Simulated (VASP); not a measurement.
# Hg (P6_3/mmc) in VASP: further runs, part 2 of 2

VASP 6.6.1.

**4. Single point, PBEsol (volume scaled by 0.5)**

INCAR

```
SYSTEM = Hg
PREC = Accurate
ENCUT = 520
EDIFF = 1E-6
ISMEAR = -1
SIGMA = 0.08
LREAL = .False.
LASPH = .True.
NELM = 80
ALGO = Normal
ISIF = 2
LWAVE = .False.
LCHARG = .False.
GGA = PS
NBANDS = 19
```

KPOINTS

```
Automatic mesh
0
Gamma
  15 15 8
  0 0 0
```

POSCAR

```
Hg
1.0
    2.5575616594      0.0000000000      0.0000000000
   -1.2787808297      2.2149133688      0.0000000000
    0.0000000000      0.0000000000      4.1819282660
Hg
2
Direct
    0.3333333333      0.6666666667      0.2500000000
    0.6666666667      0.3333333333      0.7500000000
```

Potentials or basis: VASP PAW PBE potentials, release 64 (Hg).

Run with:

```
$ cat potpaw_PBE.64/Hg/POTCAR > POTCAR
$ mpirun -np 1 vasp_std > vasp.out
```

OUTCAR:

```text
SYSTEM = Hg
   PREC = Accurate
   ENCUT = 520
   EDIFF = 1E-6
   ISMEAR = -1
   LREAL = .False.
   LASPH = .True.
   NELM = 80
   ISIF = 2
   GGA = PS

 ion  position               nearest neighbor table
   1  0.333  0.667  0.250-   2 2.56   2 2.56   2 2.56   2 2.56   2 2.56   2 2.56   2 3.62   2 3.62
                             2 3.62   2 3.62   2 3.62   2 3.62
   2  0.667  0.333  0.750-   1 2.56   1 2.56   1 2.56   1 2.56   1 2.56   1 2.56   1 3.62   1 3.62
                             1 3.62   1 3.62   1 3.62   1 3.62

  LATTYP: Found a hexagonal cell.
 ALAT       =     2.5575616594
 C/A-ratio  =     1.6351231458

  Lattice vectors:

 A1 = (   2.5575616594,   0.0000000000,   0.0000000000)
 A2 = (  -1.2787808297,   2.2149133688,   0.0000000000)
 A3 = (   0.0000000000,   0.0000000000,   4.1819282660)

Analysis of symmetry for initial positions (statically):
=====================================================================
 Subroutine PRICEL returns:
 Original cell was already a primitive cell.

 Routine SETGRP: Setting up the symmetry group for a
 hexagonal supercell.
[... 158 lines left out ...]

 number of electron      24.0000000 magnetization

 Free energy of the ion-electron system (eV)
  ---------------------------------------------------
  ext. energy  EPLUGINS =         0.00000000
  ---------------------------------------------------
  free energy    TOTEN  =         7.57117669 eV

  energy without entropy =        7.57678630  energy(sigma->0) =        7.57398150

 E-fermi :  13.0033     XC(G=0): -15.1553

 val. band max:       12.9858579061   @ k =   0.4000   0.0000   0.0000
 cond. band min:      13.0432585361   @ k =   0.2667   0.2000   0.1250
 fundamental gap:      0.0574006300
 Fermi energy:        13.0032556583

 k-point     1 :       0.0000    0.0000    0.0000
  band No.  band energies     occupation
      1      -6.1500      2.00000
      2      -3.6643      2.00000
      3      -0.0215      2.00000
      4       0.1699      2.00000
      5       0.1699      2.00000
      6       0.7381      2.00000
[... 505 lines left out ...]
      6       0.3754      2.00000
[... 11 lines left out ...]
     18      24.5504      0.00000
     19      25.3313      0.00000

 [... further k-points ...]
[... 5 lines left out ...]
  --------------------------------------------------------------------------------------
  -------------------------------------------------------------------------------------
  Total       39.1158188     39.1158188     39.1166487      0.0000000      0.0000000      0.0000000
  in kB     2645.4744538   2645.4744539   2645.5305808      0.0000000      0.0000000      0.0000000
  external PRESSURE =    2645.4931628 kB  Pullay stress =       0.0000000 kB

 VOLUME and BASIS-vectors are now :
 -----------------------------------------------------------------------------
  energy-cutoff  :      520.00
  volume of cell :       23.69
      direct lattice vectors                 reciprocal lattice vectors
     2.557561659  0.000000000  0.000000000     0.390997416  0.225742463  0.000000000
    -1.278780830  2.214913369  0.000000000     0.000000000  0.451484927  0.000000000
     0.000000000  0.000000000  4.181928266     0.000000000  0.000000000  0.239124140

 POSITION                                       TOTAL-FORCE (eV/Angst)
 -----------------------------------------------------------------------------------
     -0.00000      1.47661      1.04548         0.000000     -0.000000      0.000000
      1.27878      0.73830      3.13645        -0.000000      0.000000      0.000000
 -----------------------------------------------------------------------------------
    total drift:                               -0.000000      0.000000     -0.000000

  FREE ENERGIE OF THE ION-ELECTRON SYSTEM (eV)
  ---------------------------------------------------
  free  energy   TOTEN  =         7.5711766874 eV

  energy  without entropy=        7.5767863027  energy(sigma->0) =        7.57398150
```

OSZICAR:

```text
N       E                     dE             d eps       ncg     rms          rms(c)
DAV:   1     0.216551844435E+03    0.21655E+03   -0.13695E+04  5146   0.140E+03
DAV:   2     0.111700778425E+02   -0.20538E+03   -0.19967E+03  5355   0.380E+02
DAV:   3     0.729148771921E+01   -0.38786E+01   -0.38628E+01  5738   0.571E+01
DAV:   4     0.728440553725E+01   -0.70822E-02   -0.70813E-02  5670   0.229E+00
DAV:   5     0.728439841333E+01   -0.71239E-05   -0.71232E-05  5578   0.716E-02    0.493E+01
DAV:   6     0.746702141567E+01    0.18262E+00   -0.34425E-02  5513   0.250E+00    0.295E+01
DAV:   7     0.757035773498E+01    0.10334E+00   -0.32969E-02  5232   0.225E+00    0.401E-01
DAV:   8     0.757119348154E+01    0.83575E-03   -0.56763E-03  5500   0.962E-01    0.438E-02
DAV:   9     0.757118346590E+01   -0.10016E-04   -0.13681E-05  5729   0.302E-02    0.279E-02
DAV:  10     0.757117646601E+01   -0.69999E-05   -0.32087E-06  5319   0.170E-02    0.581E-03
DAV:  11     0.757117668738E+01    0.22137E-06   -0.33542E-07  2841   0.526E-03
   1 F= 0.75711767E+01 E0= 0.75739815E+01  d E =-.560962E-02
```

It took 60 s on 1 thread of Intel Xeon Platinum 8259CL at 2.50GHz (Skylake/Cascade Lake), shared host; peak memory 0.17 GiB.

What came out:

```
Free energy            : 7.5712 eV
Pressure               : 264.5 GPa
Band gap on the k mesh : zero (band 12 reaches 13.85 eV, above the bottom of band 13 at 11.99 eV)
```

Levels at points of the mesh, in eV from the Fermi level:
| k point | band 9 | band 10 | band 11 | band 12 | band 13 | band 14 | band 15 | band 16 |
| --- | --- | --- | --- | --- | --- | --- | --- | --- |
| (0.00, 0.00, 0.00) | -11.43 | -8.98 | -8.98 | -7.63 | -0.64 | 11.34 | 13.88 | 14.83 |
| (0.00, 0.00, 0.50) | -9.73 | -9.73 | -9.73 | -9.73 | 8.94 | 8.94 | 12.22 | 12.22 |

Caveat: the PAW data sets were made with another functional, which shifts forces and pressure a little; spin-orbit coupling is left out, which moves the levels of the heavy elements.
